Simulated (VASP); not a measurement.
# Au (P4/nmm) in VASP: a series of runs

Au is run at these levels: PBEsol; tasks: single point.

All numbers are computed with VASP 6.6.1; they aren't measurements. Logs are shortened: lines on timing, memory, paths and dates and some standing lists are left out, and cuts for length are marked.

### Step 1. The cell of the first run

Symmetry: P4/nmm, No. 129, tetragonal system. The conventional cell has a = 3.315 Å, b = 3.315 Å, c = 3.315 Å, α = 90.00°, β = 90.00°, γ = 90.00°. Within 3.5 Å of Au (site symmetry 4mm) lie 14 Au at 2.66 to 3.31 Å.

### Step 2. Single point, PBEsol (atoms displaced along a vibrational mode)

Input file INCAR:

```
PREC     = Accurate       # precision mode
ENCUT    = 520            # plane-wave cutoff, eV
EDIFF    = 1E-7           # SCF threshold, eV
ISMEAR   = 0              # smearing method
SIGMA    = 0.15           # smearing width, eV
LREAL    = F              # projectors in reciprocal space
LASPH    = T              # aspherical terms in the spheres
NELM     = 100            # most SCF steps
ALGO     = Fast           # electronic algorithm
ISIF     = 2              # what is computed and relaxed
LWAVE    = F              # write WAVECAR
LCHARG   = F              # write CHGCAR
GGA      = PS             # functional
NBANDS   = 18             # bands
```

Input file KPOINTS:

```
regular mesh
0
Gamma
  14 14 14
```

Input file POSCAR:

```
Au
1.0
    0.0000000000     -3.3145380000      0.0000000000
   -3.3145380000      0.0000000000      0.0000000000
    0.0000000000      0.0000000000     -3.3145380000
Au
2
Direct
    0.4396597656      0.5000000000      0.5000000000
    0.0603402344      0.0000000000      0.0000000000
```

Potentials or basis: VASP PAW PBE potentials, release 64 (Au).

On the command line:

```console
> cat potpaw_PBE.64/Au/POTCAR > POTCAR
> mpirun -np 1 vasp_std > vasp.out
```

OUTCAR:

```text
PREC = Accurate
   ENCUT = 520
   EDIFF = 1E-7
   ISMEAR = 0
   LREAL = F
   LASPH = T
   NELM = 100
   ISIF = 2
   GGA = PS

 ion  position               nearest neighbor table
   1  0.440  0.500  0.500-   2 2.66   2 2.66   2 2.66   2 2.66   2 3.12   2 3.12   2 3.12   2 3.12

   2  0.060  0.000  0.000-   1 2.66   1 2.66   1 2.66   1 2.66   1 3.12   1 3.12   1 3.12   1 3.12

  LATTYP: Found a simple cubic cell.
 ALAT       =     3.3145380000

  Lattice vectors:

 A1 = (   0.0000000000,  -3.3145380000,   0.0000000000)
 A2 = (  -3.3145380000,   0.0000000000,   0.0000000000)
 A3 = (   0.0000000000,   0.0000000000,  -3.3145380000)

Analysis of symmetry for initial positions (statically):
=====================================================================
 Subroutine PRICEL returns:
 Original cell was already a primitive cell.

 Routine SETGRP: Setting up the symmetry group for a
 simple cubic supercell.

 Subroutine GETGRP returns: Found 16 space group operations
 (whereof  8 operations were pure point group operations)
 out of a pool of 48 trial point group operations.

The static configuration has the point symmetry C_4v.
 The point group associated with its full space group is D_4h.

Analysis of symmetry for dynamics (positions and initial velocities):
=====================================================================
 Subroutine PRICEL returns:
 Original cell was already a primitive cell.

 Routine SETGRP: Setting up the symmetry group for a
 simple cubic supercell.

 Subroutine GETGRP returns: Found 16 space group operations
 (whereof  8 operations were pure point group operations)
 out of a pool of 48 trial point group operations.

The dynamic configuration has the point symmetry C_4v.
 The point group associated with its full space group is D_4h.

 Subroutine INISYM returns: Found 16 space group operations
 (whereof  8 operations are pure point group operations),
 and found     1 'primitive' translations

----------------------------------------------------------------------------------------

                                     Primitive cell

  volume of cell :      36.4141

  direct lattice vectors                    reciprocal lattice vectors
     0.000000000 -3.314538000  0.000000000     0.000000000 -0.301701172  0.000000000
    -3.314538000  0.000000000  0.000000000    -0.301701172  0.000000000  0.000000000
     0.000000000  0.000000000 -3.314538000     0.000000000  0.000000000 -0.301701172

  length of vectors
     3.314538000  3.314538000  3.314538000     0.301701172  0.301701172  0.301701172

  position of ions in fractional coordinates (direct lattice)
     0.439659766  0.500000000  0.500000000
     0.060340234  0.000000000  0.000000000

  ion indices of the primitive-cell ions
   primitive index   ion index
                 1           1
                 2           2

----------------------------------------------------------------------------------------

 KPOINTS: regular mesh

Automatic generation of k-mesh.
 Grid dimensions read from file:
 generate k-points for:   14   14   14

 Generating k-lattice:

  Cartesian coordinates                     Fractional coordinates (reciprocal lattice)
     0.000000000 -0.021550084  0.000000000     0.071428571  0.000000000  0.000000000
    -0.021550084  0.000000000  0.000000000     0.000000000  0.071428571  0.000000000
     0.000000000  0.000000000 -0.021550084     0.000000000  0.000000000  0.071428571

  Length of vectors
     0.021550084  0.021550084  0.021550084

  Shift w.r.t. Gamma in fractional coordinates (k-lattice)
     0.000000000  0.000000000  0.000000000

 Subroutine IBZKPT returns following result:
 ===========================================

 Found    288 irreducible k-points:

 Following reciprocal coordinates:
            Coordinates               Weight
  0.000000  0.000000  0.000000      1.000000
  0.071429  0.000000  0.000000      2.000000
  0.000000  0.071429  0.000000      4.000000
  0.142857  0.000000  0.000000      2.000000
  0.000000  0.142857  0.000000      4.000000
  0.214286  0.000000  0.000000      2.000000
[... 16 lines left out ...]
  0.071429  0.000000  0.214286      8.000000
  0.285714  0.071429  0.000000      8.000000
 [... further k-points ...]
   k-points           NKPTS =    288   k-points in BZ     NKDIM =    288   number of bands    NBANDS=     18
   number of dos      NEDOS =    301   number of ions     NIONS =      2
   total plane-waves  NPLWV =  21952
   dimension x,y,z NGX =    28 NGY =   28 NGZ =   28
   dimension x,y,z NGXF=    56 NGYF=   56 NGZF=   56
   ions per type =               2
   NGX,Y,Z   is equivalent  to a cutoff of  14.04, 14.04, 14.04 a.u.
   NGXF,Y,Z  is equivalent  to a cutoff of  28.09, 28.09, 28.09 a.u.
 SYSTEM =  unknown system
   PREC   = accura    normal or accurate (medium, high low for compatibility)
   ISTART =      0    job   : 0-new  1-cont  2-samecut
   ICHARG =      2    charge: 1-file 2-atom 10-const
   ISPIN  =      1    spin polarized calculation?
   LNONCOLLINEAR =      F non collinear calculations
   LSORBIT =      F    spin-orbit coupling
   LASPH  =      T    aspherical Exc in radial PAW
   ENCUT  =  520.0 eV  38.22 Ry    6.18 a.u.   6.16  6.16  6.16*2*pi/ulx,y,z
   NELM   =    100;   NELMIN=  2; NELMDL= -5     # of ELM steps
   EDIFF  = 0.1E-06   stopping-criterion for ELM
   LREAL  =      F    real-space projection
   EDIFFG = 0.1E-05   stopping-criterion for IOM
   NSW    =      0    number of steps for IOM
   IBRION =     -1    ionic relax: 0-MD 1-quasi-New 2-CG
   NFREE  =      0    steps in history (QN), initial steepest desc. (CG)
   ISIF   =      2    stress and relaxation
   ISYM   =      2    0-nonsym 1-usesym 2-fastsym
   POTIM  = 0.5000    time-step for ionic-motion
   TEBEG  =    0.0;   TEEND  =   0.0 temperature during run
   PSTRESS=    0.0 pullay stress
   NELECT =      22.0000    total number of electrons
   NUPDOWN=      -1.0000    fix difference up-down
   EMIN   =  10.00;   EMAX   =-10.00  energy-range for DOS
   EFERMI =   0.00;   METHOD = LEGACY
   ISMEAR =     0;   SIGMA  =   0.15  broadening in eV -4-tet -1-fermi 0-gaus
   EFERMI_NEDOS =   21; number of points for ismear=-14 and -15
   IALGO  =     68    algorithm
   IMIX   =      4    mixing-type and parameters
     AMIX     =   0.40;   BMIX     =  1.00
     AMIX_MAG =   1.60;   BMIX_MAG =  1.00
  volume/ion in A,a.u.               =      18.21       122.87
  Fermi-wavevector in a.u.,A,eV,Ry     =   1.383968  2.615320 26.060157  1.915367
  Thomas-Fermi vector in A             =   2.508516
   LORBIT       =      0    0 simple, 1 ext, 2 COOP (PROOUT), +10 PAW based schemes
   GGA     = PS    functional components
   LHFCALC =     F    Hartree Fock is set to
   AEXX    =    0.0000 exact exchange contribution
   IVDW    =     0    specifies the selected vdW correction
   LEPSILON=     F    determine dielectric tensor
   LRPA    =     F    only Hartree local field effects (RPA)
 non-spin polarized calculation
 RMM-DIIS sequential band-by-band and
 Gauss-broadening in eV      SIGMA  =   0.15
  energy-cutoff  :      520.00
  volume of cell :       36.41
 maximum number of plane-waves:       996
 NGX is ok and might be reduce to    28
   NGX = 13   NGY = 13   NGZ = 13

 number of electron      22.0000001 magnetization

 Free energy of the ion-electron system (eV)
  ---------------------------------------------------
  ext. energy  EPLUGINS =         0.00000000
  ---------------------------------------------------
  free energy    TOTEN  =        -7.37109239 eV

  energy without entropy =       -7.36465782  energy(sigma->0) =       -7.36787511

 E-fermi :   8.2274     XC(G=0): -12.4519

 val. band max:        8.2124116174   @ k =   0.4286   0.4286   0.1429
 cond. band min:       8.2578604302   @ k =   0.4286   0.3571   0.2143
 fundamental gap:      0.0454488128
 Fermi energy:         8.2274148825

 k-point     1 :       0.0000    0.0000    0.0000
  band No.  band energies     occupation
      1      -1.0456      2.00000
      2       1.6230      2.00000
      3       2.1585      2.00000
      4       3.1893      2.00000
      5       3.8910      2.00000
      6       3.8910      2.00000
[... 10 lines left out ...]
     17      22.8224      0.00000
     18      25.3054      0.00000

 k-point     2 :       0.0714    0.0000    0.0000
  band No.  band energies     occupation
      1      -0.9619      2.00000
      2       1.6518      2.00000
      3       2.2069      2.00000
      4       3.2088      2.00000
      5       3.8896      2.00000
      6       3.8896      2.00000
[... 10 lines left out ...]
     17      22.9985      0.00000
     18      25.4202      0.00000

 k-point     3 :       0.0000    0.0714    0.0000
  band No.  band energies     occupation
      1      -0.9552      2.00000
      2       1.6720      2.00000
      3       2.1780      2.00000
      4       3.1840      2.00000
      5       3.8944      2.00000
      6       3.9162      2.00000
[... 10 lines left out ...]
     17      23.1100      0.00000
     18      25.3023      0.00000

 k-point     4 :       0.1429    0.0000    0.0000
  band No.  band energies     occupation
      1      -0.7158      2.00000
      2       1.7358      2.00000
      3       2.3434      2.00000
      4       3.2654      2.00000
      5       3.8887      2.00000
      6       3.8887      2.00000
[... 375 lines left out ...]
      4       3.1287      2.00000
      5       3.8291      2.00000
      6       4.1330      2.00000
[... 10 lines left out ...]
     17      23.9078      0.00000
     18      25.1709      0.00000

 k-point    23 :       0.0714    0.0000    0.2143
  band No.  band energies     occupation
      1      -0.1813      2.00000
      2       1.9975      2.00000
      3       2.4179      2.00000
      4       3.1380      2.00000
      5       3.9080      2.00000
      6       4.0372      2.00000
[... 10 lines left out ...]
     17      24.6218      0.00000
     18      24.9337      0.00000

 k-point    24 :       0.2857    0.0714    0.0000
  band No.  band energies     occupation
      1       0.2541      2.00000
      2       2.0621      2.00000
      3       2.7545      2.00000
      4       3.3299      2.00000
      5       3.9601      2.00000
      6       4.0009      2.00000
[... 10 lines left out ...]
     17      23.6936      0.00000
     18      25.1700      0.00000

 [... further k-points ...]

------------------------ aborting loop because EDIFF is reached ----------------------------------------

  FORCE on cell =-STRESS in cart. coord.  units (eV):
  Direction    XX          YY          ZZ          XY          YZ          ZX
  --------------------------------------------------------------------------------------
  -------------------------------------------------------------------------------------
  Total        0.6613332     -1.3537270      0.6613332      0.0000000      0.0000000      0.0000000
  in kB       29.0979150    -59.5624668     29.0979150      0.0000000      0.0000000      0.0000000
  external PRESSURE =      -0.4555456 kB  Pullay stress =       0.0000000 kB

 VOLUME and BASIS-vectors are now :
 -----------------------------------------------------------------------------
  energy-cutoff  :      520.00
  volume of cell :       36.41
      direct lattice vectors                 reciprocal lattice vectors
     0.000000000 -3.314538000  0.000000000     0.000000000 -0.301701172  0.000000000
    -3.314538000  0.000000000  0.000000000    -0.301701172  0.000000000  0.000000000
     0.000000000  0.000000000 -3.314538000     0.000000000  0.000000000 -0.301701172

 POSITION                                       TOTAL-FORCE (eV/Angst)
 -----------------------------------------------------------------------------------
     -1.65727     -1.45727     -1.65727        -0.000000     -1.771802      0.000000
      0.00000     -0.20000      0.00000         0.000000      1.771802     -0.000000
 -----------------------------------------------------------------------------------
    total drift:                               -0.000000      0.000000      0.000000

  FREE ENERGIE OF THE ION-ELECTRON SYSTEM (eV)
  ---------------------------------------------------
  free  energy   TOTEN  =        -7.3710923900 eV

  energy  without entropy=       -7.3646578207  energy(sigma->0) =       -7.36787511
```

Wall time 1.8 min (1 thread of Intel Xeon 6975P-C (Granite Rapids), shared host); peak memory 0.27 GiB.

Results:

| Quantity | Value |
| --- | --- |
| Free energy | -7.3711 eV |
| Pressure | 0.0 GPa |
| Largest force | 1.772 eV/Å |
| Band gap on the k mesh | zero (bands 11 and 12 overlap by 4.80 eV) |

Forces in eV/Å, atoms in the order of the input:
```
Au   0.000 -1.772  0.000
Au   0.000  1.772  0.000
```

Stress tensor (GPa, compression positive):
```
 2.91  0.00  0.00
 0.00 -5.96  0.00
 0.00  0.00  2.91
```

Levels at points of the mesh, in eV from the Fermi level:
| k point | band 8 | band 9 | band 10 | band 11 | band 12 | band 13 | band 14 | band 15 |
| --- | --- | --- | --- | --- | --- | --- | --- | --- |
| (0.00, 0.00, 0.00) | -2.50 | -2.09 | -2.09 | -1.38 | 6.26 | 6.26 | 7.28 | 8.72 |
| (0.50, 0.00, 0.00) | -3.86 | -3.50 | -2.31 | -2.03 | -1.14 | 11.32 | 11.86 | 11.86 |
| (0.00, 0.50, 0.00) | -3.11 | -2.41 | -2.41 | -1.84 | -1.84 | 10.73 | 10.73 | 13.31 |
| (0.50, 0.50, 0.00) | -2.52 | -1.32 | -1.32 | -0.43 | -0.43 | 3.21 | 3.21 | 12.52 |
| (0.00, 0.50, 0.50) | -2.66 | -2.01 | -2.01 | -0.36 | -0.36 | 3.36 | 3.36 | 13.47 |
| (0.50, 0.50, 0.50) | -2.62 | -2.58 | -2.58 | 2.86 | 2.86 | 5.29 | 5.29 | 7.04 |

Caveat: the cell differs from its parent crystal (atoms displaced along a vibrational mode); the PAW data sets were made with another functional, which shifts forces and pressure a little; spin-orbit coupling is left out, which moves the levels of the heavy elements.

### Step 3. Single point, PBEsol (atoms displaced along a vibrational mode)

Input file INCAR:

```
PREC = Accurate
ENCUT = 520
EDIFF = 1E-6
ISMEAR = 0
SIGMA = 0.15
LREAL = F
LASPH = T
NELM = 100
ALGO = Fast
ISIF = 2
LWAVE = F
LCHARG = F
GGA = PS
NBANDS = 18
```

Input file KPOINTS:

```
Automatic mesh
0
Gamma
  14 14 14
```

Input file POSCAR:

```
Au
1.0
    0.0000000000     -3.3145380000      0.0000000000
   -3.3145380000      0.0000000000      0.0000000000
    0.0000000000      0.0000000000     -3.3145380000
Au
2
Direct
    0.5452551758      0.5000000000      0.5000000000
   -0.0452551758      0.0000000000      0.0000000000
```

Potentials or basis: VASP PAW PBE potentials, release 64 (Au).

On the command line:

```console
> cat potpaw_PBE.64/Au/POTCAR > POTCAR
> mpirun -np 1 vasp_std > vasp.out
```

Wall time 92 s (1 thread of Intel Xeon 6975P-C (Granite Rapids), shared host); peak memory 0.27 GiB.

The run converged. Its results:

```
Free energy            : -7.5276 eV
Pressure               : -4.1 GPa
Largest force          : 1.357 eV/Å
Band gap on the k mesh : zero (bands 11 and 12 overlap by 4.82 eV)
```

Forces on the atoms (eV/Å):
```
Au   0.000  1.357  0.000
Au   0.000 -1.357  0.000
```

Stress tensor (GPa, compression positive):
```
-2.39  0.00  0.00
 0.00 -7.47  0.00
 0.00  0.00 -2.39
```

Levels at points of the mesh, in eV from the Fermi level:
```csv
k point,band 9,band 10,band 11,band 12,band 13,band 14
"(0.00, 0.00, 0.00)",-1.94,-1.94,-1.54,6.22,6.22,6.80
"(0.50, 0.00, 0.00)",-3.80,-2.35,-2.28,-1.31,11.49,12.16
"(0.00, 0.50, 0.00)",-2.66,-2.66,-1.87,-1.87,11.17,11.17
"(0.50, 0.50, 0.00)",-1.35,-1.35,-0.44,-0.44,3.18,3.18
"(0.00, 0.50, 0.50)",-1.75,-1.75,-0.39,-0.39,3.27,3.27
"(0.50, 0.50, 0.50)",-2.58,-2.58,2.76,2.76,5.66,5.66
```

Caveat: the cell differs from its parent crystal (atoms displaced along a vibrational mode); the cell stands under tension; the PAW data sets were made with another functional, which shifts forces and pressure a little; spin-orbit coupling is left out, which moves the levels of the heavy elements.

(Continued in part 2 of 2.)
